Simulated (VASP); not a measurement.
Wanted: the native input for a VASP 6.6.1 run.

| Item | Value |
| --- | --- |
| Task | single point |
| Functional | PBE |
| Potentials or basis | VASP PAW PBE potentials, release 64 (La, As, Lu) |
| Cutoff | 520 eV |
| k mesh | 6 × 6 × 4 |
| Occupations | fermi-dirac, width 0.02 eV |
| Spin | no spin polarisation |
| Dipole correction | no |
| Further INCAR settings | ALGO = Normal; EDIFF = 1e-06; NBANDS = 31 |

The structure of LaLuAs2 lies in POSCAR:

```
LaLuAs2
1.0
    4.3117488143      0.0000000000      0.0000000000
    0.0000000000      4.3117488143      0.0000000000
    0.0000000000      0.0000000000      6.0711842096
La As Lu
1 2 1
Direct
    0.0000000000      0.0000000000      0.0000000000
    0.0000000000      0.0000000000      0.5000000000
    0.5000000000      0.5000000000      0.0000000000
    0.5000000000      0.5000000000      0.5000000000
```

This cell differs from its parent crystal: volume changed by +6%.

These files were run (other wordings do the same):

INCAR

```
PREC = Accurate
ENCUT = 520
EDIFF = 1E-6
ISMEAR = -1
SIGMA = 0.02
LREAL = False
LASPH = True
NELM = 100
ALGO = Normal
ISIF = 2
LWAVE = False
LCHARG = False
GGA = PE
NBANDS = 31
```

KPOINTS

```
Automatic mesh
0
Gamma
  6 6 4
```

Potentials or basis: VASP PAW PBE potentials, release 64 (La, As, Lu).

Command:

```bash
$ cat potpaw_PBE.64/La/POTCAR potpaw_PBE.64/As/POTCAR potpaw_PBE.64/Lu/POTCAR > POTCAR
$ mpirun -np 1 vasp_std > vasp.out
```

It gave:

- Pressure: -3.6 GPa
- Band gap on the k mesh: zero (band 23 reaches 4.59 eV, above the bottom of band 24 at 4.29 eV)

Caveat: spin-orbit coupling is left out, which moves the levels of the heavy elements.

It took 3.8 min on 1 thread of AMD EPYC 7571, with other jobs on the host, peak memory 0.27 GiB.
